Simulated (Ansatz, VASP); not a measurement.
## Two plane-wave programs on Al

```
CELL_PARAMETERS angstrom
5.07930 -0.08366 -0.04297
-2.61210 4.29195 -0.00376
-0.04713 -0.03197 5.55965
ATOMIC_POSITIONS crystal
Al 0.51706 0.52356 0.19739
Al 0.46096 0.44135 0.66772
Al 0.51327 0.03977 0.98373
Al 0.56867 0.06859 0.46843
Al 0.94792 0.45741 0.33499
Al 0.99212 0.46932 0.84773
```

Change from the starting cell: cell x2, atoms moved at random (sigma 0.15 Å) and cell strained at random (1.5 %), then relaxed without symmetry.

Alike in both runs: task relaxation of cell and atoms; functional PBE; k mesh 6 × 6 × 4; occupations gaussian, width 0.2 eV; no spin polarisation.

|  | VASP | Ansatz |
| --- | --- | --- |
| version | VASP 6.6.1 | Ansatz 0.2.0 |
| potentials or method | VASP PAW PBE potentials, release 64 (Al), cutoff 600 eV | scalar-relativistic, plane waves, PAW |
| valence electrons in the cell | 18 | 18 |

Ansatz gave:

- gap on the k mesh at the Fermi level, each at its own relaxed structure (eV): none
- relaxed volume (Å³/atom): 16.88
- relaxed cell length with the largest relative difference (Å): 4.650

What did VASP give for the same quantities?

gap on the k mesh at the Fermi level, each at its own relaxed structure (eV): none; relaxed volume (Å³/atom): 20.53; relaxed cell length with the largest relative difference (Å): 5.344.

A gap of «none» marks a metal or a gap that the smearing closes. One of these differences is far larger than is usual between the two programs; its cause wasn't traced.
